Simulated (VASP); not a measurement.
# BaTiO3 (P4mm) in VASP: notebook, part 2 of 2

VASP 6.6.1. Earlier steps stand in the parts before.

**4. Single point, PBE (equal xx and yy strain of +1 %)**

Input file INCAR:

```
SYSTEM = BaTiO3
ALGO = Normal
EDIFF = 1E-7
ENCUT = 520
GGA = PE
ISIF = 2
ISMEAR = -1
LASPH = .TRUE.
LCHARG = .TRUE.
LELF = .TRUE.
LREAL = .FALSE.
LVHAR = .TRUE.
LWAVE = .FALSE.
NBANDS = 28
NELM = 80
PREC = Accurate
SIGMA = 0.08
```

Input file KPOINTS:

```
k-points
0
G
  7 7 7
  0 0 0
```

Input file POSCAR:

```
BaTiO3
1.0
    4.0397980000      0.0000000000      0.0000000000
    0.0000000000      4.0397980000      0.0000000000
    0.0000000000      0.0000000000      4.0180000000
Ba Ti O
1 1 3
Direct
    0.0000000000      0.0000000000      0.0000000000
    0.5000000000      0.5000000000      0.4820000000
    0.5000000000      0.5000000000      0.0160000000
    0.5000000000      0.0000000000      0.5150000000
    0.0000000000      0.5000000000      0.5150000000
```

Potentials or basis: VASP PAW PBE potentials, release 64 (Ba_sv, Ti_sv, O).

On the command line:

```sh
$ cat potpaw_PBE.64/Ba_sv/POTCAR potpaw_PBE.64/Ti_sv/POTCAR potpaw_PBE.64/O/POTCAR > POTCAR
$ mpirun -np 1 vasp_std > vasp.out
```

OUTCAR:

```text
SYSTEM = BaTiO3
   EDIFF = 1E-7
   ENCUT = 520
   GGA = PE
   ISIF = 2
   ISMEAR = -1
   LASPH = .TRUE.
   LREAL = .FALSE.
   NELM = 80
   PREC = Accurate

 ion  position               nearest neighbor table
   1  0.000  0.000  0.000-   4 2.81   5 2.81   5 2.81   4 2.81   3 2.86   3 2.86   3 2.86   3 2.86
                             4 2.89   5 2.89   5 2.89   4 2.89   2 3.45   2 3.45   2 3.45   2 3.45
   2  0.500  0.500  0.482-   3 1.87   4 2.02   5 2.02   4 2.02   5 2.02   3 2.15   1 3.45   1 3.45
                             1 3.45   1 3.45   1 3.53   1 3.53   1 3.53   1 3.53
   3  0.500  0.500  0.016-   2 1.87   2 2.15   1 2.86   1 2.86   1 2.86   1 2.86
   4  0.500  0.000  0.515-   2 2.02   2 2.02   1 2.81   1 2.81   1 2.89   1 2.89
   5  0.000  0.500  0.515-   2 2.02   2 2.02   1 2.81   1 2.81   1 2.89   1 2.89

  LATTYP: Found a simple tetragonal cell.
 ALAT       =     4.0397980000
 C/A-ratio  =     0.9946041857

  Lattice vectors:

 A1 = (   4.0397980000,   0.0000000000,   0.0000000000)
 A2 = (   0.0000000000,   4.0397980000,   0.0000000000)
 A3 = (   0.0000000000,   0.0000000000,   4.0180000000)

Analysis of symmetry for initial positions (statically):
=====================================================================
 Subroutine PRICEL returns:
 Original cell was already a primitive cell.

 Routine SETGRP: Setting up the symmetry group for a
 simple tetragonal supercell.

 Subroutine GETGRP returns: Found  8 space group operations
 (whereof  8 operations were pure point group operations)
 out of a pool of 16 trial point group operations.

The static configuration has the point symmetry C_4v.

Analysis of symmetry for dynamics (positions and initial velocities):
=====================================================================
 Subroutine PRICEL returns:
 Original cell was already a primitive cell.

 Routine SETGRP: Setting up the symmetry group for a
 simple tetragonal supercell.

 Subroutine GETGRP returns: Found  8 space group operations
 (whereof  8 operations were pure point group operations)
 out of a pool of 16 trial point group operations.

The dynamic configuration has the point symmetry C_4v.

 Subroutine INISYM returns: Found  8 space group operations
 (whereof  8 operations are pure point group operations),
 and found     1 'primitive' translations

----------------------------------------------------------------------------------------

                                     Primitive cell

  volume of cell :      65.5736

  direct lattice vectors                    reciprocal lattice vectors
     4.039798000  0.000000000  0.000000000     0.247537129  0.000000000  0.000000000
     0.000000000  4.039798000  0.000000000     0.000000000  0.247537129  0.000000000
     0.000000000  0.000000000  4.018000000     0.000000000  0.000000000  0.248880040

  length of vectors
     4.039798000  4.039798000  4.018000000     0.247537129  0.247537129  0.248880040

  position of ions in fractional coordinates (direct lattice)
     0.000000000  0.000000000  0.000000000
     0.500000000  0.500000000  0.482000000
     0.500000000  0.500000000  0.016000000
     0.500000000  0.000000000  0.515000000
     0.000000000  0.500000000  0.515000000

  ion indices of the primitive-cell ions
   primitive index   ion index
                 1           1
                 2           2
                 3           3
[... 23 lines left out ...]

 Subroutine IBZKPT returns following result:
 ===========================================

 Found     40 irreducible k-points:

 Following reciprocal coordinates:
            Coordinates               Weight
  0.000000  0.000000  0.000000      1.000000
  0.142857  0.000000  0.000000      4.000000
  0.285714  0.000000  0.000000      4.000000
  0.428571  0.000000  0.000000      4.000000
  0.142857  0.142857  0.000000      4.000000
  0.285714  0.142857  0.000000      8.000000
[... 16 lines left out ...]
  0.285714  0.000000  0.285714      8.000000
  0.428571  0.000000  0.285714      8.000000
 [... further k-points ...]
   k-points           NKPTS =     40   k-points in BZ     NKDIM =     40   number of bands    NBANDS=     28
   number of dos      NEDOS =    301   number of ions     NIONS =      5
   total plane-waves  NPLWV =  27000
   dimension x,y,z NGX =    30 NGY =   30 NGZ =   30
   dimension x,y,z NGXF=    60 NGYF=   60 NGZF=   60
   ions per type =               1   1   3
   NGX,Y,Z   is equivalent  to a cutoff of  12.35, 12.35, 12.41 a.u.
   NGXF,Y,Z  is equivalent  to a cutoff of  24.69, 24.69, 24.83 a.u.
 SYSTEM =  BaTiO3
   PREC   = accura    normal or accurate (medium, high low for compatibility)
   ISTART =      0    job   : 0-new  1-cont  2-samecut
   ICHARG =      2    charge: 1-file 2-atom 10-const
   ISPIN  =      1    spin polarized calculation?
   LNONCOLLINEAR =      F non collinear calculations
   LSORBIT =      F    spin-orbit coupling
   LASPH  =      T    aspherical Exc in radial PAW
   ENCUT  =  520.0 eV  38.22 Ry    6.18 a.u.   7.51  7.51  7.47*2*pi/ulx,y,z
   NELM   =     80;   NELMIN=  2; NELMDL= -5     # of ELM steps
   EDIFF  = 0.1E-06   stopping-criterion for ELM
   LREAL  =      F    real-space projection
   EDIFFG = 0.1E-05   stopping-criterion for IOM
   NSW    =      0    number of steps for IOM
   IBRION =     -1    ionic relax: 0-MD 1-quasi-New 2-CG
   NFREE  =      0    steps in history (QN), initial steepest desc. (CG)
   ISIF   =      2    stress and relaxation
   ISYM   =      2    0-nonsym 1-usesym 2-fastsym
   POTIM  = 0.5000    time-step for ionic-motion
   TEBEG  =    0.0;   TEEND  =   0.0 temperature during run
   PSTRESS=    0.0 pullay stress
   NELECT =      40.0000    total number of electrons
   NUPDOWN=      -1.0000    fix difference up-down
   EMIN   =  10.00;   EMAX   =-10.00  energy-range for DOS
   EFERMI =   0.00;   METHOD = LEGACY
   ISMEAR =    -1;   SIGMA  =   0.08  broadening in eV -4-tet -1-fermi 0-gaus
   EFERMI_NEDOS =   21; number of points for ismear=-14 and -15
   IALGO  =     38    algorithm
   IMIX   =      4    mixing-type and parameters
     AMIX     =   0.40;   BMIX     =  1.00
     AMIX_MAG =   1.60;   BMIX_MAG =  1.00
  volume/ion in A,a.u.               =      13.11        88.50
  Fermi-wavevector in a.u.,A,eV,Ry     =   1.388412  2.623719 26.227793  1.927688
  Thomas-Fermi vector in A             =   2.512541
   LORBIT       =      0    0 simple, 1 ext, 2 COOP (PROOUT), +10 PAW based schemes
   GGA     = PE    functional components
   LHFCALC =     F    Hartree Fock is set to
   AEXX    =    0.0000 exact exchange contribution
   IVDW    =     0    specifies the selected vdW correction
   LEPSILON=     F    determine dielectric tensor
   LRPA    =     F    only Hartree local field effects (RPA)
 non-spin polarized calculation
  energy-cutoff  :      520.00
  volume of cell :       65.57
 maximum number of plane-waves:      1791
 NGX is ok and might be reduce to    30
   NGX = 15   NGY = 15   NGZ = 15

 number of electron      39.9999977 magnetization

 Free energy of the ion-electron system (eV)
  ---------------------------------------------------
  ext. energy  EPLUGINS =         0.00000000
  ---------------------------------------------------
  free energy    TOTEN  =       -39.99840255 eV

  energy without entropy =      -39.99840098  energy(sigma->0) =      -39.99840177

 E-fermi :   4.6117     XC(G=0): -11.1364

 val. band max:        3.6055242152   @ k =   0.4286   0.4286   0.4286
 cond. band min:       5.4346679509   @ k =   0.0000   0.0000   0.0000
 fundamental gap:      1.8291437357
 Fermi energy:         4.6116601342

 k-point     1 :       0.0000    0.0000    0.0000
  band No.  band energies     occupation
      1     -52.9599      2.00000
      2     -29.2052      2.00000
      3     -29.1601      2.00000
      4     -29.1601      2.00000
      5     -21.2178      2.00000
      6     -13.1944      2.00000
[... 733 lines left out ...]
     27      11.9765      0.00000
     28      12.4083      0.00000

 [... further k-points ...]
[... 5 lines left out ...]
  --------------------------------------------------------------------------------------
  -------------------------------------------------------------------------------------
  Total       -0.0027211     -0.0027211      1.3442904      0.0000000      0.0000000      0.0000000
  in kB       -0.0664856     -0.0664856     32.8453919      0.0000000      0.0000000      0.0000000
  external PRESSURE =      10.9041402 kB  Pullay stress =       0.0000000 kB

 VOLUME and BASIS-vectors are now :
 -----------------------------------------------------------------------------
  energy-cutoff  :      520.00
  volume of cell :       65.57
      direct lattice vectors                 reciprocal lattice vectors
     4.039798000  0.000000000  0.000000000     0.247537129  0.000000000  0.000000000
     0.000000000  4.039798000  0.000000000     0.000000000  0.247537129  0.000000000
     0.000000000  0.000000000  4.018000000     0.000000000  0.000000000  0.248880040

 POSITION                                       TOTAL-FORCE (eV/Angst)
 -----------------------------------------------------------------------------------
      0.00000      0.00000      0.00000         0.000000      0.000000     -0.071263
      2.01990      2.01990      1.93668         0.000000     -0.000000      0.057976
      2.01990      2.01990      0.06429         0.000000      0.000000      0.350054
      2.01990      0.00000      2.06927         0.000000      0.000000     -0.168383
      0.00000      2.01990      2.06927        -0.000000      0.000000     -0.168383
 -----------------------------------------------------------------------------------
    total drift:                                0.000000      0.000000     -0.000233

  FREE ENERGIE OF THE ION-ELECTRON SYSTEM (eV)
  ---------------------------------------------------
  free  energy   TOTEN  =       -39.9984025529 eV

  energy  without entropy=      -39.9984009816  energy(sigma->0) =      -39.99840177
```

OSZICAR:

```text
N       E                     dE             d eps       ncg     rms          rms(c)
DAV:   1     0.436607232969E+03    0.43661E+03   -0.20830E+04  2240   0.154E+03
DAV:   2    -0.293376570890E+01   -0.43954E+03   -0.41758E+03  2524   0.427E+02
DAV:   3    -0.486093285392E+02   -0.45676E+02   -0.45260E+02  3052   0.136E+02
DAV:   4    -0.508790935584E+02   -0.22698E+01   -0.22644E+01  3460   0.260E+01
DAV:   5    -0.509447947224E+02   -0.65701E-01   -0.65690E-01  3000   0.332E+00    0.227E+01
DAV:   6    -0.402542710304E+02    0.10691E+02   -0.57824E+01  3276   0.661E+01    0.100E+01
DAV:   7    -0.401912263646E+02    0.63045E-01   -0.10893E+01  2996   0.241E+01    0.669E+00
DAV:   8    -0.400035704777E+02    0.18766E+00   -0.62174E-01  2776   0.683E+00    0.368E+00
DAV:   9    -0.400343723391E+02   -0.30802E-01   -0.43978E-01  3236   0.588E+00    0.175E+00
DAV:  10    -0.400030607394E+02    0.31312E-01   -0.18925E-01  2648   0.430E+00    0.573E-01
DAV:  11    -0.399985614104E+02    0.44993E-02   -0.16094E-02  2852   0.803E-01    0.174E-01
DAV:  12    -0.399984299075E+02    0.13150E-03   -0.13687E-03  2588   0.224E-01    0.487E-02
DAV:  13    -0.399983988503E+02    0.31057E-04   -0.20082E-04  2748   0.138E-01    0.181E-02
DAV:  14    -0.399984067961E+02   -0.79458E-05   -0.51838E-05  3144   0.507E-02    0.202E-02
DAV:  15    -0.399984031660E+02    0.36301E-05   -0.32186E-05  2960   0.545E-02    0.860E-03
DAV:  16    -0.399984026223E+02    0.54368E-06   -0.36775E-06  2784   0.196E-02    0.167E-03
DAV:  17    -0.399984025529E+02    0.69350E-07   -0.39339E-07  2520   0.615E-03
   1 F= -.39998403E+02 E0= -.39998402E+02  d E =-.157137E-05
```

It took 73 s on 1 thread of Intel Xeon Platinum 8259CL at 2.50GHz (Skylake/Cascade Lake), shared host; peak memory 0.21 GiB.

What came out:

| Item | Value |
| --- | --- |
| Free energy | -39.9984 eV |
| Pressure | 1.1 GPa |
| Largest force | 0.350 eV/Å |
| Band gap on the k mesh | 1.83 eV, indirect (least direct gap 2.06 eV) |

Forces on the atoms (eV/Å):
```
Ba   0.000  0.000 -0.071
Ti   0.000  0.000  0.058
O    0.000  0.000  0.350
O    0.000  0.000 -0.168
O    0.000  0.000 -0.168
```

Stress tensor (GPa, compression positive):
```
-0.01  0.00  0.00
 0.00 -0.01  0.00
 0.00  0.00  3.28
```

Caveat: the cell differs from its parent crystal (equal xx and yy strain of +1 %); spin-orbit coupling is left out, which moves the levels of the heavy elements.

**5. Single point, PBE (equal xx and yy strain of +3 %)**

Input file INCAR:

```
ALGO = Normal
EDIFF = 1E-6
ENCUT = 520
GGA = PE
ISIF = 2
ISMEAR = -1
LASPH = True
LCHARG = False
LREAL = False
LWAVE = False
NBANDS = 28
NELM = 100
PREC = Accurate
SIGMA = 0.08
```

Input file KPOINTS:

```
k-points
0
Gamma
  7 7 7
```

POSCAR: that of step 4 with these lines changed.

```diff
@@ -2,4 +2,4 @@
 1.0
-    4.0397980000      0.0000000000      0.0000000000
-    0.0000000000      4.0397980000      0.0000000000
+    4.1197940000      0.0000000000      0.0000000000
+    0.0000000000      4.1197940000      0.0000000000
     0.0000000000      0.0000000000      4.0180000000
```

Potentials or basis: VASP PAW PBE potentials, release 64 (Ba_sv, Ti_sv, O).

On the command line:

```sh
$ cat potpaw_PBE.64/Ba_sv/POTCAR potpaw_PBE.64/Ti_sv/POTCAR potpaw_PBE.64/O/POTCAR > POTCAR
$ mpirun -np 1 vasp_std > vasp.out
```

OUTCAR:

```text
EDIFF = 1E-6
   ENCUT = 520
   GGA = PE
   ISIF = 2
   ISMEAR = -1
   LASPH = True
   LREAL = False
   NELM = 100
   PREC = Accurate

 ion  position               nearest neighbor table
   1  0.000  0.000  0.000-   4 2.84   5 2.84   5 2.84   4 2.84   3 2.91   3 2.91   3 2.91   3 2.91
                             4 2.92   5 2.92   5 2.92   4 2.92   2 3.50   2 3.50   2 3.50   2 3.50
   2  0.500  0.500  0.482-   3 1.87   4 2.06   5 2.06   4 2.06   5 2.06   3 2.15   1 3.50   1 3.50
                             1 3.50   1 3.50   1 3.58   1 3.58   1 3.58   1 3.58
   3  0.500  0.500  0.016-   2 1.87   2 2.15   1 2.91   1 2.91   1 2.91   1 2.91
   4  0.500  0.000  0.515-   2 2.06   2 2.06   1 2.84   1 2.84   1 2.92   1 2.92
   5  0.000  0.500  0.515-   2 2.06   2 2.06   1 2.84   1 2.84   1 2.92   1 2.92

  LATTYP: Found a simple tetragonal cell.
 ALAT       =     4.1197940000
 C/A-ratio  =     0.9752914830

  Lattice vectors:

 A1 = (   4.1197940000,   0.0000000000,   0.0000000000)
 A2 = (   0.0000000000,   4.1197940000,   0.0000000000)
 A3 = (   0.0000000000,   0.0000000000,   4.0180000000)

Analysis of symmetry for initial positions (statically):
=====================================================================
 Subroutine PRICEL returns:
 Original cell was already a primitive cell.

 Routine SETGRP: Setting up the symmetry group for a
 simple tetragonal supercell.

 Subroutine GETGRP returns: Found  8 space group operations
 (whereof  8 operations were pure point group operations)
 out of a pool of 16 trial point group operations.

The static configuration has the point symmetry C_4v.

Analysis of symmetry for dynamics (positions and initial velocities):
=====================================================================
 Subroutine PRICEL returns:
 Original cell was already a primitive cell.

 Routine SETGRP: Setting up the symmetry group for a
 simple tetragonal supercell.

[... 123 lines left out ...]
   EMIN   =  10.00;   EMAX   =-10.00  energy-range for DOS
   EFERMI =   0.00;   METHOD = LEGACY
   ISMEAR =    -1;   SIGMA  =   0.08  broadening in eV -4-tet -1-fermi 0-gaus
   EFERMI_NEDOS =   21; number of points for ismear=-14 and -15
   IALGO  =     38    algorithm
   IMIX   =      4    mixing-type and parameters
     AMIX     =   0.40;   BMIX     =  1.00
     AMIX_MAG =   1.60;   BMIX_MAG =  1.00
  volume/ion in A,a.u.               =      13.64        92.04
  Fermi-wavevector in a.u.,A,eV,Ry     =   1.370381  2.589644 25.550963  1.877943
  Thomas-Fermi vector in A             =   2.496172
   LORBIT       =      0    0 simple, 1 ext, 2 COOP (PROOUT), +10 PAW based schemes
   GGA     = PE    functional components
   LHFCALC =     F    Hartree Fock is set to
   AEXX    =    0.0000 exact exchange contribution
   IVDW    =     0    specifies the selected vdW correction
   LEPSILON=     F    determine dielectric tensor
   LRPA    =     F    only Hartree local field effects (RPA)
 non-spin polarized calculation
  energy-cutoff  :      520.00
  volume of cell :       68.20
 maximum number of plane-waves:      1857
 NGX is ok and might be reduce to    32
   NGX = 15   NGY = 15   NGZ = 15

 number of electron      40.0000010 magnetization

 Free energy of the ion-electron system (eV)
  ---------------------------------------------------
  ext. energy  EPLUGINS =         0.00000000
  ---------------------------------------------------
  free energy    TOTEN  =       -39.94499496 eV

  energy without entropy =      -39.94499212  energy(sigma->0) =      -39.94499354

 E-fermi :   4.2699     XC(G=0): -10.9317

 val. band max:        3.3083115238   @ k =   0.4286   0.4286   0.4286
 cond. band min:       5.0439415000   @ k =   0.0000   0.0000   0.0000
 fundamental gap:      1.7356299762
 Fermi energy:         4.2698837790

 k-point     1 :       0.0000    0.0000    0.0000
  band No.  band energies     occupation
      1     -53.4064      2.00000
      2     -29.6345      2.00000
      3     -29.5888      2.00000
      4     -29.5888      2.00000
      5     -21.6104      2.00000
      6     -13.4325      2.00000
[... 733 lines left out ...]
     27      11.4652      0.00000
     28      11.8535      0.00000

 [... further k-points ...]
[... 5 lines left out ...]
  --------------------------------------------------------------------------------------
  -------------------------------------------------------------------------------------
  Total       -2.8050034     -2.8050034     -0.2808070      0.0000000      0.0000000      0.0000000
  in kB      -65.8996404    -65.8996404     -6.5971676      0.0000000      0.0000000      0.0000000
  external PRESSURE =     -46.1321495 kB  Pullay stress =       0.0000000 kB

 VOLUME and BASIS-vectors are now :
 -----------------------------------------------------------------------------
  energy-cutoff  :      520.00
  volume of cell :       68.20
      direct lattice vectors                 reciprocal lattice vectors
     4.119794000  0.000000000  0.000000000     0.242730583  0.000000000  0.000000000
     0.000000000  4.119794000  0.000000000     0.000000000  0.242730583  0.000000000
     0.000000000  0.000000000  4.018000000     0.000000000  0.000000000  0.248880040

 POSITION                                       TOTAL-FORCE (eV/Angst)
 -----------------------------------------------------------------------------------
      0.00000      0.00000      0.00000        -0.000000     -0.000000     -0.077323
      2.05990      2.05990      1.93668         0.000000      0.000000     -0.002486
      2.05990      2.05990      0.06429        -0.000000     -0.000000      0.440226
      2.05990      0.00000      2.06927        -0.000000     -0.000000     -0.180208
      0.00000      2.05990      2.06927        -0.000000     -0.000000     -0.180208
 -----------------------------------------------------------------------------------
    total drift:                                0.000000     -0.000000     -0.000390

  FREE ENERGIE OF THE ION-ELECTRON SYSTEM (eV)
  ---------------------------------------------------
  free  energy   TOTEN  =       -39.9449949637 eV

  energy  without entropy=      -39.9449921221  energy(sigma->0) =      -39.94499354
```

stdout:

```text
POSCAR found type information on POSCAR BaTiO
 POSCAR found :  3 types and       5 ions
 scaLAPACK will be used
 LDA part: xc-table for (Slater+PW92), standard interpolation
 POSCAR, INCAR and KPOINTS ok, starting setup
 FFT: planning ... GRIDC
 FFT: planning ... GRID_SOFT
 FFT: planning ... GRID
 WAVECAR not read
 entering main loop
```

Wall time 58 s (1 thread of Intel Xeon Platinum 8259CL at 2.50GHz (Skylake/Cascade Lake), shared host); peak memory 0.23 GiB.

Results:

```yaml
Free_energy: -39.9450 eV
Pressure: -4.6 GPa
Largest_force: 0.440 eV/Å
Band_gap_on_the_k_mesh: 1.74 eV, indirect (least direct gap 1.98 eV)
```

Forces in eV/Å, atoms in the order of the input:
```
Ba   0.000  0.000 -0.077
Ti   0.000  0.000 -0.002
O    0.000  0.000  0.440
O    0.000  0.000 -0.180
O    0.000  0.000 -0.180
```

Caveat: the cell differs from its parent crystal (equal xx and yy strain of +3 %); spin-orbit coupling is left out, which moves the levels of the heavy elements.

**6. The runs side by side**

| cell | gap on the mesh (eV) | pressure (GPa) | largest force (eV/Å) |
| --- | --- | --- | --- |
| a = 4.052, b = 4.052, c = 4.071 Å, 5 atoms | 1.79 | -2.0 | 0.58 |
| a = 3.920, b = 3.920, c = 4.018 Å, 5 atoms | 1.96 | 12.4 | 0.21 |
| a = 4.040, b = 4.040, c = 4.018 Å, 5 atoms | 1.83 | 1.1 | 0.35 |
| a = 4.120, b = 4.120, c = 4.018 Å, 5 atoms | 1.74 | -4.6 | 0.44 |

Alike in all rows: task single point; level PBE; potentials or basis VASP PAW PBE potentials, release 64 (Ba_sv, Ti_sv, O); no spin polarisation; k mesh 7 × 7 × 7; cutoff (eV) 520; smearing fermi-dirac 0.08 eV.

Caveats: spin-orbit coupling is left out, which moves the levels of the heavy elements.

Absolute energies hang on the potentials; compare differences alone.
